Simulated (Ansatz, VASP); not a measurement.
Two plane-wave programs on Si

```
Si
1.0
     2.58864    0.00000    0.00000
    -1.29432    2.24183    0.00000
     0.00000    0.00000    4.36355
Si
2
Direct
  0.33333 0.66667 0.25000
  0.66667 0.33333 0.75000
```

Alike in both runs: task single point; functional PBE; k mesh 22 × 22 × 11; occupations fermi-dirac, width 0.1 eV; no spin polarisation.

```csv
,VASP,Ansatz
version,VASP 6.6.1,Ansatz 0.2.0
potentials or method,"VASP PAW PBE potentials, release 64 (Si), cutoff 520 eV","plane waves (420 eV) with PAW, scalar-relativistic"
valence electrons in the cell,8,8
```

```csv
,VASP,Ansatz,Ansatz less VASP
pressure (GPa),14.2,14.3,+0.08
"traceless stress, the component that is largest in VASP (GPa)",0.28,0.26,-0.021
```
